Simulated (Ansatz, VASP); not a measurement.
## Two plane-wave programs on BN

File INCAR:

```
SYSTEM = BN
  PREC = Accurate
  ENCUT = 520
  EDIFF = 1E-6
  ISMEAR = 0
  SIGMA = 0.05
  LREAL = .FALSE.
  LASPH = .TRUE.
  NELM = 80
  ALGO = Normal
  ISIF = 2
  LWAVE = .FALSE.
  LCHARG = .FALSE.
  NBANDS = 16
```

KPOINTS

```
regular mesh
0
G
  12 12 4
  0 0 0
```

POSCAR

```
BN
1.0
    2.5039917043      0.0000000000      0.0000000000
   -1.2519958522      2.1685204268      0.0000000000
    0.0000000000      0.0000000000      6.6612000000
B N
2 2
Direct
    0.3333333333      0.6666666667      0.2500000000
    0.6666666667      0.3333333333      0.7500000000
    0.5639052910      0.7819526455      0.7500000000
    0.8972386243      0.4486193122      0.2500000000
```

Input for Ansatz:

```yaml
crystal:
  lattice:
    - [2.5039917043, 0.0, 0.0]
    - [-1.2519958522, 2.1685204268, 0.0]
    - [0.0, 0.0, 6.6612]
  atoms:
    - { symbol: B, position: [0.3333333333, 0.6666666667, 0.25] }
    - { symbol: B, position: [0.6666666667, 0.3333333333, 0.75] }
    - { symbol: "N", position: [0.563905291, 0.7819526455, 0.75] }
    - { symbol: "N", position: [0.8972386243, 0.4486193122, 0.25] }
basis:
  ecutwfc: 420
kpoints:
  mp_grid: { grid: [12, 12, 4] }
hamiltonian:
  xc: lda
scf:
  occupations: { method: gaussian, width: 0.05 }
output:
  forces: true
  stress: true
  eigenvalues: true
```

Change from the starting cell: all N atoms moved -0.500 Å, as atom 3 towards its neighbour atom 2 (B) at 1.446 Å.

Alike in both runs: task single point; functional LDA; k mesh 12 × 12 × 4; occupations gaussian, width 0.05 eV; no spin polarisation.

|  | VASP | Ansatz |
| --- | --- | --- |
| version | VASP 6.6.1 | Ansatz 0.2.0 |
| potentials or method | VASP PAW LDA potentials, release 64 (B, N), cutoff 520 eV | scalar-relativistic, plane waves, PAW |
| valence electrons in the cell | 16 | 16 |

```tsv
	VASP	Ansatz	Ansatz less VASP
gap on the k mesh at the Fermi level (eV)	1.61	1.64	+0.033
least direct gap on the mesh (eV)	3.28	3.30	+0.025
rms of the force components (eV/Å)	28.863	27.501	-1.3616
```

LDA's correlation is that of Perdew and Zunger in VASP and of Perdew and Wang (1992) in Ansatz. Atom by atom the forces differ by 1.366 eV/Å (rms over components).
